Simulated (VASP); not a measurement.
Here is a VASP 6.6.1 calculation.

The input INCAR:

```
SYSTEM = Pt
PREC = Accurate
ENCUT = 520
EDIFF = 1E-6
ISMEAR = 1
SIGMA = 0.1
LREAL = .False.
LASPH = .True.
NELM = 100
ALGO = Normal
ISIF = 2
LWAVE = .False.
LCHARG = .True.
LDIPOL = .True.
IDIPOL = 3
DIPOL = 0.5 0.5 0.500
GGA = PE
LELF = .True.
LVHAR = .True.
LVACPOTAV = .True.
NBANDS = 33
```

KPOINTS

```
regular mesh
0
Gamma
  7 7 1
  0 0 0
```

The input POSCAR:

```
Pt
1.0
    2.7731313745      0.0000000000      0.0000000000
    0.0000000000      2.7731313745      0.0000000000
    0.0000000000      0.0000000000     23.8436000000
Pt
5
Direct
    0.0000000000      0.0000000000      0.3355198041
    0.5000000000      0.5000000000      0.4177599020
    1.0000000000      1.0000000000      0.5000000000
    0.5000000000      0.5000000000      0.5822400980
    1.0000000000      1.0000000000      0.6644801959
```

Potentials or basis: VASP PAW PBE potentials, release 64 (Pt).

Command:

```bash
$ cat potpaw_PBE.64/Pt/POTCAR > POTCAR
$ mpirun -np 1 vasp_std > vasp.out
```

(1) What does it give for the largest force?

(2) What does it give for the band gap on the k mesh?

Results:

(1) 0.185 eV/Å.

(2) zero (band 25 reaches 1.96 eV, above the bottom of band 26 at 0.80 eV).

Caveat: spin-orbit coupling is left out, which moves the levels of the heavy elements.
